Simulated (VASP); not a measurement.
# SiO2 (Pnnm) in VASP: a series of runs, part 2 of 2

VASP 6.6.1. Earlier steps stand in the parts before.

## 4. Single point, PBE (atoms displaced along a vibrational mode)

File INCAR:

```
PREC     = Accurate       # precision mode
ENCUT    = 520            # plane-wave cutoff, eV
EDIFF    = 1E-6           # SCF threshold, eV
ISMEAR   = 0              # smearing method
SIGMA    = 0.05           # smearing width, eV
LREAL    = False          # projectors in reciprocal space
LASPH    = True           # aspherical terms in the spheres
NELM     = 60             # most SCF steps
ALGO     = Normal         # electronic algorithm
ISIF     = 2              # what is computed and relaxed
LWAVE    = False          # write WAVECAR
LCHARG   = False          # write CHGCAR
GGA      = PE             # functional
NBANDS   = 25             # bands
```

File KPOINTS:

```
Automatic mesh
0
Gamma
  6 6 8
```

File POSCAR:

```
SiO2
1.0
    4.2358788266      0.0000000000      0.0000000000
    0.0000000000      4.2358788266      0.0000000000
    0.0000000000      0.0000000000      2.6897743046
Si O
2 4
Direct
    0.5000000000      0.5000000000      0.5000000000
    0.0000000000      0.0000000000      0.0000000000
    0.6836979468      0.7023276386      0.0000000000
    0.1836979468      0.7976723614      0.5000000000
    0.3163020532      0.2976723614      0.0000000000
    0.8163020532      0.2023276386      0.5000000000
```

Potentials or basis: VASP PAW PBE potentials, release 64 (Si, O).

On the command line:

```sh
> cat potpaw_PBE.64/Si/POTCAR potpaw_PBE.64/O/POTCAR > POTCAR
> mpirun -np 1 vasp_std > vasp.out
```

OUTCAR:

```text
PREC = Accurate
   ENCUT = 520
   EDIFF = 1E-6
   ISMEAR = 0
   LREAL = False
   LASPH = True
   NELM = 60
   ISIF = 2
   GGA = PE

 ion  position               nearest neighbor table
   1  0.500  0.500  0.500-   3 1.77   5 1.77   3 1.77   5 1.77   4 1.84   6 1.84
   2  0.000  0.000  0.000-   4 1.77   6 1.77   4 1.77   6 1.77   5 1.84   3 1.84
   3  0.684  0.702  0.000-   1 1.77   1 1.77   2 1.84
   4  0.184  0.798  0.500-   2 1.77   2 1.77   1 1.84
   5  0.316  0.298  0.000-   1 1.77   1 1.77   2 1.84
   6  0.816  0.202  0.500-   2 1.77   2 1.77   1 1.84

  LATTYP: Found a simple tetragonal cell.
 ALAT       =     4.2358788266
 C/A-ratio  =     0.6349979342

  Lattice vectors:

 A1 = (   4.2358788266,   0.0000000000,   0.0000000000)
 A2 = (   0.0000000000,   4.2358788266,   0.0000000000)
 A3 = (   0.0000000000,   0.0000000000,   2.6897743046)

Analysis of symmetry for initial positions (statically):
=====================================================================
 Subroutine PRICEL returns:
 Original cell was already a primitive cell.

 Routine SETGRP: Setting up the symmetry group for a
 simple tetragonal supercell.

 Subroutine GETGRP returns: Found  8 space group operations
 (whereof  4 operations were pure point group operations)
 out of a pool of 16 trial point group operations.

The static configuration has the point symmetry C_2h.
 The point group associated with its full space group is D_2h.

Analysis of symmetry for dynamics (positions and initial velocities):
=====================================================================
 Subroutine PRICEL returns:
 Original cell was already a primitive cell.

 Routine SETGRP: Setting up the symmetry group for a
 simple tetragonal supercell.

 Subroutine GETGRP returns: Found  8 space group operations
 (whereof  4 operations were pure point group operations)
 out of a pool of 16 trial point group operations.

The dynamic configuration has the point symmetry C_2h.
 The point group associated with its full space group is D_2h.

 Subroutine INISYM returns: Found  8 space group operations
 (whereof  4 operations are pure point group operations),
 and found     1 'primitive' translations

----------------------------------------------------------------------------------------

                                     Primitive cell

  volume of cell :      48.2617

  direct lattice vectors                    reciprocal lattice vectors
     4.235878827  0.000000000  0.000000000     0.236078519  0.000000000  0.000000000
     0.000000000  4.235878827  0.000000000     0.000000000  0.236078519  0.000000000
     0.000000000  0.000000000  2.689774305     0.000000000  0.000000000  0.371778405

  length of vectors
     4.235878827  4.235878827  2.689774305     0.236078519  0.236078519  0.371778405

  position of ions in fractional coordinates (direct lattice)
     0.500000000  0.500000000  0.500000000
     0.000000000  0.000000000  0.000000000
     0.683697947  0.702327639  0.000000000
     0.183697947  0.797672361  0.500000000
     0.316302053  0.297672361  0.000000000
     0.816302053  0.202327639  0.500000000

  ion indices of the primitive-cell ions
   primitive index   ion index
[... 32 lines left out ...]

 Following reciprocal coordinates:
            Coordinates               Weight
  0.000000  0.000000  0.000000      1.000000
  0.166667  0.000000  0.000000      2.000000
  0.000000  0.166667  0.000000      2.000000
  0.333333  0.000000  0.000000      2.000000
  0.000000  0.333333  0.000000      2.000000
  0.500000  0.000000  0.000000      1.000000
[... 16 lines left out ...]
  0.000000  0.500000  0.125000      2.000000
  0.166667  0.166667  0.125000      8.000000
 [... further k-points ...]
   k-points           NKPTS =     80   k-points in BZ     NKDIM =     80   number of bands    NBANDS=     25
   number of dos      NEDOS =    301   number of ions     NIONS =      6
   total plane-waves  NPLWV =  20480
   dimension x,y,z NGX =    32 NGY =   32 NGZ =   20
   dimension x,y,z NGXF=    64 NGYF=   64 NGZF=   40
   ions per type =               2   4
   NGX,Y,Z   is equivalent  to a cutoff of  12.56, 12.56, 12.36 a.u.
   NGXF,Y,Z  is equivalent  to a cutoff of  25.12, 25.12, 24.72 a.u.
 SYSTEM =  unknown system
   PREC   = accura    normal or accurate (medium, high low for compatibility)
   ISTART =      0    job   : 0-new  1-cont  2-samecut
   ICHARG =      2    charge: 1-file 2-atom 10-const
   ISPIN  =      1    spin polarized calculation?
   LNONCOLLINEAR =      F non collinear calculations
   LSORBIT =      F    spin-orbit coupling
   LASPH  =      T    aspherical Exc in radial PAW
   ENCUT  =  520.0 eV  38.22 Ry    6.18 a.u.   7.88  7.88  5.00*2*pi/ulx,y,z
   NELM   =     60;   NELMIN=  2; NELMDL= -5     # of ELM steps
   EDIFF  = 0.1E-05   stopping-criterion for ELM
   LREAL  =      F    real-space projection
   EDIFFG = 0.1E-04   stopping-criterion for IOM
   NSW    =      0    number of steps for IOM
   IBRION =     -1    ionic relax: 0-MD 1-quasi-New 2-CG
   NFREE  =      0    steps in history (QN), initial steepest desc. (CG)
   ISIF   =      2    stress and relaxation
   ISYM   =      2    0-nonsym 1-usesym 2-fastsym
   POTIM  = 0.5000    time-step for ionic-motion
   TEBEG  =    0.0;   TEEND  =   0.0 temperature during run
   PSTRESS=    0.0 pullay stress
   NELECT =      32.0000    total number of electrons
   NUPDOWN=      -1.0000    fix difference up-down
   EMIN   =  10.00;   EMAX   =-10.00  energy-range for DOS
   EFERMI =   0.00;   METHOD = LEGACY
   ISMEAR =     0;   SIGMA  =   0.05  broadening in eV -4-tet -1-fermi 0-gaus
   EFERMI_NEDOS =   21; number of points for ismear=-14 and -15
   IALGO  =     38    algorithm
   IMIX   =      4    mixing-type and parameters
     AMIX     =   0.40;   BMIX     =  1.00
     AMIX_MAG =   1.60;   BMIX_MAG =  1.00
  volume/ion in A,a.u.               =       8.04        54.28
  Fermi-wavevector in a.u.,A,eV,Ry     =   1.427547  2.697673 27.727197  2.037891
  Thomas-Fermi vector in A             =   2.547705
   LORBIT       =      0    0 simple, 1 ext, 2 COOP (PROOUT), +10 PAW based schemes
   GGA     = PE    functional components
   LHFCALC =     F    Hartree Fock is set to
   AEXX    =    0.0000 exact exchange contribution
   IVDW    =     0    specifies the selected vdW correction
   LEPSILON=     F    determine dielectric tensor
   LRPA    =     F    only Hartree local field effects (RPA)
 non-spin polarized calculation
 Gauss-broadening in eV      SIGMA  =   0.05
  energy-cutoff  :      520.00
  volume of cell :       48.26
 maximum number of plane-waves:      1336
   NGX = 15   NGY = 15   NGZ = 11

 number of electron      31.9999984 magnetization

 Free energy of the ion-electron system (eV)
  ---------------------------------------------------
  ext. energy  EPLUGINS =         0.00000000
  ---------------------------------------------------
  free energy    TOTEN  =       -46.29834638 eV

  energy without entropy =      -46.29834638  energy(sigma->0) =      -46.29834638

 E-fermi :   8.0056     XC(G=0): -12.0839

 val. band max:        7.7086267621   @ k =   0.0000   0.0000   0.0000
 cond. band min:      12.7542759348   @ k =   0.0000   0.0000   0.0000
 fundamental gap:      5.0456491727
 Fermi energy:         8.0055796726

 k-point     1 :       0.0000    0.0000    0.0000
  band No.  band energies     occupation
      1     -14.4697      2.00000
      2     -11.0742      2.00000
      3     -10.9428      2.00000
      4     -10.8521      2.00000
      5      -2.8653      2.00000
      6       1.2916      2.00000
[... 661 lines left out ...]
     24      20.9557      0.00000
     25      21.8355      0.00000

 [... further k-points ...]

------------------------ aborting loop because EDIFF is reached ----------------------------------------

  FORCE on cell =-STRESS in cart. coord.  units (eV):
  Direction    XX          YY          ZZ          XY          YZ          ZX
  --------------------------------------------------------------------------------------
  -------------------------------------------------------------------------------------
  Total        0.6565069     -0.8061686      0.1551418     -0.0000000      0.0000000      0.0000000
  in kB       21.7945028    -26.7629243      5.1503469     -0.0000000      0.0000000      0.0000000
  external PRESSURE =       0.0606418 kB  Pullay stress =       0.0000000 kB

 VOLUME and BASIS-vectors are now :
 -----------------------------------------------------------------------------
  energy-cutoff  :      520.00
  volume of cell :       48.26
      direct lattice vectors                 reciprocal lattice vectors
     4.235878827  0.000000000  0.000000000     0.236078519  0.000000000  0.000000000
     0.000000000  4.235878827  0.000000000     0.000000000  0.236078519  0.000000000
     0.000000000  0.000000000  2.689774305     0.000000000  0.000000000  0.371778405

 POSITION                                       TOTAL-FORCE (eV/Angst)
 -----------------------------------------------------------------------------------
      2.11794      2.11794      1.34489        -0.000000      0.000000      0.000000
      0.00000      0.00000      0.00000        -0.000000      0.000000      0.000000
      2.89606      2.97497      0.00000         0.119637     -0.116428     -0.000000
      0.77812      3.37884      1.34489         0.119637      0.116428     -0.000000
      1.33982      1.26090      0.00000        -0.119637      0.116428      0.000000
      3.45776      0.85704      1.34489        -0.119637     -0.116428      0.000000
 -----------------------------------------------------------------------------------
    total drift:                                0.000000     -0.000000      0.000000

  FREE ENERGIE OF THE ION-ELECTRON SYSTEM (eV)
  ---------------------------------------------------
  free  energy   TOTEN  =       -46.2983463835 eV

  energy  without entropy=      -46.2983463835  energy(sigma->0) =      -46.29834638
```

It took 81 s on 1 thread of Intel Xeon 8259CL, shared host; peak memory 0.2 GiB.

What came out:

```yaml
Free_energy: -46.2983 eV
Pressure: 0.0 GPa
Largest_force: 0.167 eV/Å
Band_gap_on_the_k_mesh: 5.05 eV
```

Forces on the atoms (eV/Å):
```
Si   0.000  0.000  0.000
Si   0.000  0.000  0.000
O    0.120 -0.116  0.000
O    0.120  0.116  0.000
O   -0.120  0.116  0.000
O   -0.120 -0.116  0.000
```

Stress tensor (GPa, compression positive):
```
 2.18  0.00  0.00
 0.00 -2.68  0.00
 0.00  0.00  0.52
```

Levels at points of the mesh, in eV from the valence-band top:
| k point | band 12 | band 13 | band 14 | band 15 | band 16 | band 17 | band 18 | band 19 | band 20 | band 21 |
| --- | --- | --- | --- | --- | --- | --- | --- | --- | --- | --- |
| (0.00, 0.00, 0.00) | -2.93 | -2.47 | -0.87 | -0.75 | 0.00 | 5.05 | 6.64 | 8.31 | 8.35 | 11.17 |
| (0.50, 0.00, 0.00) | -3.68 | -2.60 | -2.60 | -1.12 | -1.12 | 7.39 | 7.39 | 8.97 | 8.97 | 10.98 |
| (0.00, 0.50, 0.00) | -3.63 | -2.56 | -2.56 | -0.89 | -0.89 | 7.23 | 7.23 | 8.83 | 8.83 | 10.64 |
| (0.50, 0.50, 0.00) | -3.10 | -2.52 | -2.52 | -2.13 | -2.13 | 7.04 | 7.04 | 9.79 | 9.79 | 12.67 |
| (0.00, 0.00, 0.50) | -4.44 | -2.85 | -2.85 | -2.51 | -2.51 | 8.63 | 8.63 | 12.20 | 12.20 | 12.34 |
| (0.50, 0.00, 0.50) | -3.64 | -2.08 | -2.08 | -1.71 | -1.71 | 8.32 | 8.32 | 9.43 | 9.43 | 11.85 |
| (0.00, 0.50, 0.50) | -3.88 | -2.28 | -2.28 | -1.57 | -1.57 | 8.56 | 8.56 | 9.46 | 9.46 | 12.45 |
| (0.50, 0.50, 0.50) | -4.31 | -1.71 | -1.71 | -1.42 | -1.42 | 6.82 | 6.82 | 10.70 | 10.70 | 11.60 |

Caveat: the cell differs from its parent crystal (atoms displaced along a vibrational mode). A k mesh can miss the band edges.

## 5. The runs side by side

| cell | gap on the mesh (eV) | pressure (GPa) | largest force (eV/Å) |
| --- | --- | --- | --- |
| a = 4.236, b = 4.137, c = 2.690 Å, 6 atoms, atomic positions A | 5.39 | 7.1 | 0.26 |
| a = 4.236, b = 4.137, c = 2.690 Å, 6 atoms, atomic positions B | 5.51 | 6.1 | 0.36 |
| a = 4.236, b = 4.236, c = 2.690 Å, 6 atoms, atomic positions C | 5.05 | 0.0 | 0.17 |

Alike in all rows: task single point; level PBE; potentials or basis VASP PAW PBE potentials, release 64 (Si, O); no spin polarisation; k mesh 6 × 6 × 8; cutoff (eV) 520; smearing gaussian 0.05 eV.

Caveats: the stress differs along the axes, from 4 to 12 GPa (at least some runs); the cell stands under pressure (at least some runs).

Total energies depend on the potentials used, so only differences within one code and one set of settings carry meaning.
